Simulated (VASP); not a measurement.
# HIr12CN in VASP: single point with PBE+D3(BJ)

Aim: the single point of HIr12CN with PBE+D3(BJ).

Program: VASP 6.6.1. These are calculated values, not measurements. Logs are shortened: lines on timing, memory, paths and dates and some standing lists are left out, and cuts for length are marked.

**1. The cell of the first run**

The cell holds a slab with vacuum, 15 atoms: a = 5.431 Å, b = 5.431 Å, c = 24.650 Å, α = 90.00°, β = 90.00°, γ = 120.00°.

**2. Single point, PBE+D3(BJ)**

Contents of INCAR:

```
  ALGO = Normal
  DIPOL = 0.5 0.5 0.457
  EDIFF = 1E-6
  ENCUT = 520
  GGA = PE
  IDIPOL = 3
  ISIF = 2
  ISMEAR = 0
  IVDW = 12
  LASPH = T
  LCHARG = T
  LDIPOL = T
  LELF = T
  LREAL = Auto
  LVACPOTAV = T
  LVHAR = T
  LWAVE = F
  NBANDS = 72
  NELM = 80
  PREC = Accurate
  SIGMA = 0.1
```

Contents of KPOINTS:

```
k-points
0
Gamma
  4 4 1
```

Contents of POSCAR:

```
HIr12CN
1.0
    5.4313155574      0.0000000000      0.0000000000
   -2.7156577787      4.7036572487      0.0000000000
    0.0000000000      0.0000000000     24.6502505826
Ir C N H
12 1 1 1
Direct
    0.3333333333      0.1666666667      0.3245403114
    0.3333333333      0.6666666667      0.3245403114
    0.8333333333      0.1666666667      0.3245403114
    0.8333333333      0.6666666667      0.3245403114
    0.6654657029      0.3309314058      0.4130303163
    0.6654657029      0.8345342971      0.4130303163
    0.1666666667      0.3333333333      0.4129022442
    0.1690685942      0.8345342971      0.4130303163
    0.0010797620      0.4989202380      0.5003596045
    0.0010797620      0.0021595240      0.5003596045
    0.4978404760      0.4989202380      0.5003596045
    0.5000000000      0.0000000000      0.5088569402
    0.5000000000      0.0000000000      0.6339342003
    0.5000000000      0.0000000000      0.5866868299
    0.5000000000      0.0000000000      0.6772814106
```

Potentials or basis: VASP PAW PBE potentials, release 64 (Ir, C, N, H).

Launch:

```console
$ cat potpaw_PBE.64/Ir/POTCAR potpaw_PBE.64/C/POTCAR potpaw_PBE.64/N/POTCAR potpaw_PBE.64/H/POTCAR > POTCAR
$ mpirun -np 1 vasp_std > vasp.out
```

OUTCAR:

```text
EDIFF = 1E-6
   ENCUT = 520
   GGA = PE
   ISIF = 2
   ISMEAR = 0
   IVDW = 12
   LASPH = T
   LREAL = Auto
   NELM = 80
   PREC = Accurate
 IVDW          = 12

 ion  position               nearest neighbor table
   1  0.333  0.167  0.325-   5 2.68   8 2.68   7 2.68   3 2.72   3 2.72   2 2.72   2 2.72   4 2.72
                             4 2.72
   2  0.333  0.667  0.325-   8 2.68   6 2.68   7 2.68   4 2.72   4 2.72   3 2.72   1 2.72   1 2.72
                             3 2.72
   3  0.833  0.167  0.325-   5 2.68   6 2.68   7 2.68   1 2.72   1 2.72   2 2.72   4 2.72   4 2.72
                             2 2.72
   4  0.833  0.667  0.325-   6 2.69   8 2.69   5 2.69   2 2.72   2 2.72   1 2.72   3 2.72   3 2.72
                             1 2.72
   5  0.665  0.331  0.413-  11 2.67   9 2.67   3 2.68   1 2.68   4 2.69   6 2.70   8 2.70   7 2.72
                             7 2.72   8 2.74   6 2.74  12 2.83
   6  0.665  0.835  0.413-  10 2.67  11 2.67   2 2.68   3 2.68   4 2.69   8 2.70   5 2.70   7 2.72
                             7 2.72   8 2.74   5 2.74  12 2.83
   7  0.167  0.333  0.413-  11 2.66  10 2.66   9 2.66   1 2.68   3 2.68   2 2.68   5 2.72   8 2.72
                             6 2.72   6 2.72   5 2.72   8 2.72
   8  0.169  0.835  0.413-  10 2.67   9 2.67   2 2.68   1 2.68   4 2.69   6 2.70   5 2.70   7 2.72
                             7 2.72   6 2.74   5 2.74  12 2.83
   9  0.001  0.499  0.500-   7 2.66   5 2.67   8 2.67  11 2.70  10 2.70  12 2.72  12 2.72  11 2.73
                            10 2.73
  10  0.001  0.002  0.500-   7 2.66   8 2.67   6 2.67   9 2.70  11 2.70  12 2.72  12 2.72   9 2.73
                            11 2.73
  11  0.498  0.499  0.500-   7 2.66   5 2.67   6 2.67   9 2.70  10 2.70  12 2.72  12 2.72   9 2.73
                            10 2.73
  12  0.500  0.000  0.509-  14 1.92  10 2.72  10 2.72  11 2.72   9 2.72   9 2.72  11 2.72   8 2.83
                             6 2.83   5 2.83
  13  0.500  0.000  0.634-  15 1.07  14 1.16
  14  0.500  0.000  0.587-  13 1.16  12 1.92
  15  0.500  0.000  0.677-  13 1.07

  LATTYP: Found a hexagonal cell.
 ALAT       =     5.4313155574
 C/A-ratio  =     4.5385414127

  Lattice vectors:

 A1 = (   5.4313155574,   0.0000000000,   0.0000000000)
 A2 = (  -2.7156577787,   4.7036572487,   0.0000000000)
 A3 = (   0.0000000000,   0.0000000000,  24.6502505826)

Analysis of symmetry for initial positions (statically):
=====================================================================
 Subroutine PRICEL returns:
 Original cell was already a primitive cell.

 Routine SETGRP: Setting up the symmetry group for a
 hexagonal supercell.

 Subroutine GETGRP returns: Found  6 space group operations
 (whereof  2 operations were pure point group operations)
 out of a pool of 24 trial point group operations.

The static configuration has the point symmetry C_1h.
 The point group associated with its full space group is C_3v.

Analysis of symmetry for dynamics (positions and initial velocities):
=====================================================================
 Subroutine PRICEL returns:
 Original cell was already a primitive cell.

 Routine SETGRP: Setting up the symmetry group for a
 hexagonal supercell.

 Subroutine GETGRP returns: Found  6 space group operations
 (whereof  2 operations were pure point group operations)
 out of a pool of 24 trial point group operations.

The dynamic configuration has the point symmetry C_1h.
 The point group associated with its full space group is C_3v.

 Subroutine INISYM returns: Found  6 space group operations
 (whereof  2 operations are pure point group operations),
 and found     1 'primitive' translations

----------------------------------------------------------------------------------------

                                     Primitive cell

  volume of cell :     629.7411

  direct lattice vectors                    reciprocal lattice vectors
     5.431315557  0.000000000  0.000000000     0.184117455  0.106300262  0.000000000
    -2.715657779  4.703657249  0.000000000     0.000000000  0.212600525  0.000000000
     0.000000000  0.000000000 24.650250583     0.000000000  0.000000000  0.040567539

  length of vectors
     5.431315557  5.431315557 24.650250583     0.212600525  0.212600525  0.040567539

  position of ions in fractional coordinates (direct lattice)
     0.333333333  0.166666667  0.324540311
     0.333333333  0.666666667  0.324540311
     0.833333333  0.166666667  0.324540311
     0.833333333  0.666666667  0.324540311
     0.665465703  0.330931406  0.413030316
     0.665465703  0.834534297  0.413030316
[... 51 lines left out ...]

 Found      4 irreducible k-points:

 Following reciprocal coordinates:
            Coordinates               Weight
  0.000000  0.000000  0.000000      1.000000
  0.250000  0.000000  0.000000      6.000000
  0.500000  0.000000  0.000000      3.000000
  0.250000  0.250000  0.000000      6.000000
   k-points           NKPTS =      4   k-points in BZ     NKDIM =      4   number of bands    NBANDS=     72
   number of dos      NEDOS =    301   number of ions     NIONS =     15
   total plane-waves  NPLWV = 307200
   dimension x,y,z NGX =    40 NGY =   40 NGZ =  192
   dimension x,y,z NGXF=    80 NGYF=   80 NGZF=  384
   ions per type =              12   1   1   1
   NGX,Y,Z   is equivalent  to a cutoff of  12.24, 12.24, 12.95 a.u.
   NGXF,Y,Z  is equivalent  to a cutoff of  24.49, 24.49, 25.90 a.u.
 SYSTEM =  unknown system
   PREC   = accura    normal or accurate (medium, high low for compatibility)
   ISTART =      0    job   : 0-new  1-cont  2-samecut
   ICHARG =      2    charge: 1-file 2-atom 10-const
   ISPIN  =      1    spin polarized calculation?
   LNONCOLLINEAR =      F non collinear calculations
   LSORBIT =      F    spin-orbit coupling
   LASPH  =      T    aspherical Exc in radial PAW
   ENCUT  =  520.0 eV  38.22 Ry    6.18 a.u.  10.10 10.10 45.83*2*pi/ulx,y,z
   NELM   =     80;   NELMIN=  2; NELMDL= -5     # of ELM steps
   EDIFF  = 0.1E-05   stopping-criterion for ELM
   LREAL  =      T    real-space projection
   EDIFFG = 0.1E-04   stopping-criterion for IOM
   NSW    =      0    number of steps for IOM
   IBRION =     -1    ionic relax: 0-MD 1-quasi-New 2-CG
   NFREE  =      0    steps in history (QN), initial steepest desc. (CG)
   ISIF   =      2    stress and relaxation
   ISYM   =      2    0-nonsym 1-usesym 2-fastsym
   POTIM  = 0.5000    time-step for ionic-motion
   TEBEG  =    0.0;   TEEND  =   0.0 temperature during run
   PSTRESS=    0.0 pullay stress
   NELECT =     118.0000    total number of electrons
   NUPDOWN=      -1.0000    fix difference up-down
   EMIN   =  10.00;   EMAX   =-10.00  energy-range for DOS
   EFERMI =   0.00;   METHOD = LEGACY
   ISMEAR =     0;   SIGMA  =   0.10  broadening in eV -4-tet -1-fermi 0-gaus
   EFERMI_NEDOS =   21; number of points for ismear=-14 and -15
   IALGO  =     38    algorithm
   IMIX   =      4    mixing-type and parameters
     AMIX     =   0.40;   BMIX     =  1.00
     AMIX_MAG =   1.60;   BMIX_MAG =  1.00
  volume/ion in A,a.u.               =      41.98       283.31
  Fermi-wavevector in a.u.,A,eV,Ry     =   0.936803  1.770300 11.940464  0.877599
  Thomas-Fermi vector in A             =   2.063849
   LORBIT       =      0    0 simple, 1 ext, 2 COOP (PROOUT), +10 PAW based schemes
   GGA     = PE    functional components
   LHFCALC =     F    Hartree Fock is set to
   AEXX    =    0.0000 exact exchange contribution
   IVDW    =    12    specifies the selected vdW correction
   LEPSILON=     F    determine dielectric tensor
   LRPA    =     F    only Hartree local field effects (RPA)
 non-spin polarized calculation
 Gauss-broadening in eV      SIGMA  =   0.10
  energy-cutoff  :      520.00
  volume of cell :      629.74
 maximum number of plane-waves:     16970
   NGX = 21   NGY = 21   NGZ = 91

 dipolmoment           0.000000      0.000000      0.156706 electrons x Angstroem

 number of electron     118.0000002 magnetization

 dipolmoment           0.000000      0.000000     -0.482051 electrons x Angstroem

 Free energy of the ion-electron system (eV)
  ---------------------------------------------------
  ext. energy  EPLUGINS =         0.00000000
  ---------------------------------------------------
  free energy    TOTEN  =      -119.12734181 eV

  energy without entropy =     -119.03513405  energy(sigma->0) =     -119.08123793

 E-fermi :   0.2665     XC(G=0):  -5.0557

 val. band max:        0.2491038441   @ k =   0.5000   0.0000   0.0000
 cond. band min:       0.2941224230   @ k =   0.2500   0.0000   0.0000
 fundamental gap:      0.0450185789
 Fermi energy:         0.2664836057

 k-point     1 :       0.0000    0.0000    0.0000
  band No.  band energies     occupation
      1     -19.8415      2.00000
      2     -11.6194      2.00000
      3     -10.0342      2.00000
      4      -9.1799      2.00000
      5      -7.8800      2.00000
      6      -7.5485      2.00000
[... 285 lines left out ...]
     70       1.1068      0.00000
     71       1.5231      0.00000
 [bands above 71 left out]

------------------------ aborting loop because EDIFF is reached ----------------------------------------

 Edisp (eV)   -6.13966

 E8    (eV) :    -2.9442

  FORCE on cell =-STRESS in cart. coord.  units (eV):
  Direction    XX          YY          ZZ          XY          YZ          ZX
  --------------------------------------------------------------------------------------
  -------------------------------------------------------------------------------------
  Total     -11.34330   -11.34330     1.03985     0.00000    -0.00000     0.00000
  in kB     -28.85944   -28.85944     2.64558     0.00000    -0.00000     0.00000
  external pressure =      -18.36 kB  Pullay stress =        0.00 kB

 VOLUME and BASIS-vectors are now :
 -----------------------------------------------------------------------------
  energy-cutoff  :      520.00
  volume of cell :      629.74
      direct lattice vectors                 reciprocal lattice vectors
     5.431315557  0.000000000  0.000000000     0.184117455  0.106300262  0.000000000
    -2.715657779  4.703657249  0.000000000     0.000000000  0.212600525  0.000000000
     0.000000000  0.000000000 24.650250583     0.000000000  0.000000000  0.040567539

 POSITION                                       TOTAL-FORCE (eV/Angst)
 -----------------------------------------------------------------------------------
      1.35783      0.78394      8.00000         0.212681     -0.122792     -0.008013
     -0.00000      3.13577      8.00000        -0.000000      0.245583     -0.008013
      4.07349      0.78394      8.00000        -0.212681     -0.122792     -0.008013
      2.71566      3.13577      8.00000        -0.000000     -0.000000     -0.130850
      2.71566      1.55659     10.18130        -0.000000     -0.002670      0.009137
      1.34804      3.92536     10.18130        -0.002312      0.001335      0.009137
      0.00000      1.56789     10.17814        -0.000000     -0.000000     -0.008866
     -1.34804      3.92536     10.18130         0.002312      0.001335      0.009137
     -1.34903      2.34675     12.33399        -0.005266      0.003040      0.038151
      0.00000      0.01016     12.33399        -0.000000     -0.006080      0.038151
      1.34903      2.34675     12.33399         0.005266      0.003040      0.038151
      2.71566      0.00000     12.54345        -0.000000     -0.000000     -0.097795
      2.71566      0.00000     15.62664        -0.000000     -0.000000      0.361927
      2.71566      0.00000     14.46198        -0.000000     -0.000000     -0.215652
      2.71566      0.00000     16.69516        -0.000000     -0.000000     -0.026589
 -----------------------------------------------------------------------------------
    total drift:                                0.000000     -0.000000      0.000831

  FREE ENERGIE OF THE ION-ELECTRON SYSTEM (eV)
  ---------------------------------------------------
  free  energy   TOTEN  =      -125.2670001853 eV

  energy  without entropy=     -125.1747924246  energy(sigma->0) =     -125.22089630

 vacuum level on the upper side and lower side of the slab         2.252         5.666
```

Wall time 7.1 min (1 thread of Intel Xeon 6975P-C (Granite Rapids), shared host); peak memory 0.71 GiB.

What came out:

```yaml
Free_energy: -125.2670 eV
Largest_force: 0.362 eV/Å
Band_gap_on_the_k_mesh: zero (band 59 reaches 0.92 eV, above the bottom of band 60 at -0.19 eV)
Dispersion_energy_per_atom: -0.409 eV
```

Forces on the atoms (eV/Å):
```
Ir   0.213 -0.123 -0.008
Ir   0.000  0.246 -0.008
Ir  -0.213 -0.123 -0.008
Ir   0.000  0.000 -0.131
Ir   0.000 -0.003  0.009
Ir  -0.002  0.001  0.009
Ir   0.000  0.000 -0.009
Ir   0.002  0.001  0.009
Ir  -0.005  0.003  0.038
Ir   0.000 -0.006  0.038
Ir   0.005  0.003  0.038
Ir   0.000  0.000 -0.098
C    0.000  0.000  0.362
N    0.000  0.000 -0.216
H    0.000  0.000 -0.027
```

Levels at points of the mesh, in eV from the Fermi level:
| k point | band 56 | band 57 | band 58 | band 59 | band 60 | band 61 |
| --- | --- | --- | --- | --- | --- | --- |
| (0.00, 0.00, 0.00) | 0.34 | 0.54 | 0.65 | 0.65 | 0.75 | 0.75 |
| (0.50, 0.00, 0.00) | -1.01 | -0.99 | -0.64 | -0.48 | -0.45 | -0.38 |

Caveat: spin-orbit coupling is left out, which moves the levels of the heavy elements.
